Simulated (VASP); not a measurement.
Runs of VASP 6.6.1 on BeS. The structure is that of space group F-43m (No. 216), or close to it. The cells are those of the table. 

```tsv
cell	k mesh	smearing	gap on the mesh (eV)	pressure (GPa)
a = 3.374, b = 3.374, c = 3.429 Å, angles 60.5, 60.5, 90.0°, 2 atoms	8 × 8 × 8	gaussian 0.01 eV	3.38	3.2
a = 3.374, b = 3.374, c = 3.435 Å, angles 60.6, 60.6, 90.0°, 2 atoms	8 × 8 × 8	gaussian 0.01 eV	3.38	2.9
a = 3.443 Å, angles 60.0, 60.0, 90.0°, 2 atoms	12 × 12 × 12	fermi-dirac 0.1 eV	3.60	0.3
a = 3.477, b = 3.477, c = 3.450 Å, angles 59.7, 59.7, 90.0°, 2 atoms	8 × 8 × 8	gaussian 0.01 eV	(a)	-1.1
a = 3.443 Å, angles 60.0, 60.0, 90.0°, 2 atoms	8 × 8 × 8	gaussian 0.01 eV	3.60	0.3
```

Alike in all rows: task single point; level r2SCAN; potentials or basis VASP PAW PBE potentials, release 64 (Be, S); no spin polarisation; cutoff (eV) 520.

Question: Estimate the missing entries.

Answer: (a) 3.49.

Caveats: the PAW data sets were made with another functional, which shifts forces and pressure a little; the cell stands under pressure (at least some runs).

A k mesh can miss the band edges.
